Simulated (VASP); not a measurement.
# Cu: single point with LDA

Crystal: Cu.

```xyz
2
Lattice="1.2185 -3.9764 0.0000 1.2185 3.9764 0.0000 0.0000 0.0000 2.4755" Properties=species:S:1:pos:R:3 pbc="T T T"
Cu    1.2185    2.9118    0.6189
Cu    1.2185   -2.9118    1.8566
```

```json
{
  "Program": "VASP 6.6.1",
  "Task": "single point",
  "Functional": "LDA",
  "Potentials or basis": "VASP PAW LDA potentials, release 64 (Cu)",
  "Cutoff": "520 eV",
  "k mesh": "12 × 12 × 11",
  "Occupations": "gaussian, width 0.2 eV",
  "Spin": "no spin polarisation"
}
```

| Property | Result |
| --- | --- |
| Pressure | -6.5 GPa |
| Largest force | 0.037 eV/Å |
| Band gap on the k mesh | zero (bands 11 and 12 overlap by 5.12 eV) |

Forces in eV/Å, atoms in the order of the input:
```
Cu   0.000 -0.037  0.000
Cu   0.000  0.037  0.000
```

Stress tensor (GPa, compression positive):
```
-6.10  0.00  0.00
 0.00 -7.12  0.00
 0.00  0.00 -6.39
```

Levels at points of the mesh, in eV from the Fermi level:
| k point | band 9 | band 10 | band 11 | band 12 | band 13 | band 14 |
| --- | --- | --- | --- | --- | --- | --- |
| (0.00, 0.00, 0.00) | -1.84 | -1.70 | -1.46 | -0.02 | 4.80 | 14.70 |
| (0.50, 0.00, 0.00) | -2.13 | -1.67 | -0.46 | 1.28 | 2.53 | 6.89 |
| (0.50, 0.50, 0.00) | -2.30 | -1.93 | -1.60 | -1.54 | 13.62 | 15.33 |

Run time: 74 s on 1 thread of Intel(R) Xeon(R) Platinum 8259CL CPU @ 2.50GHz (Skylake/Cascade Lake) (shared host), peak memory 0.21 GiB.

Caveat: the cell stands under tension.
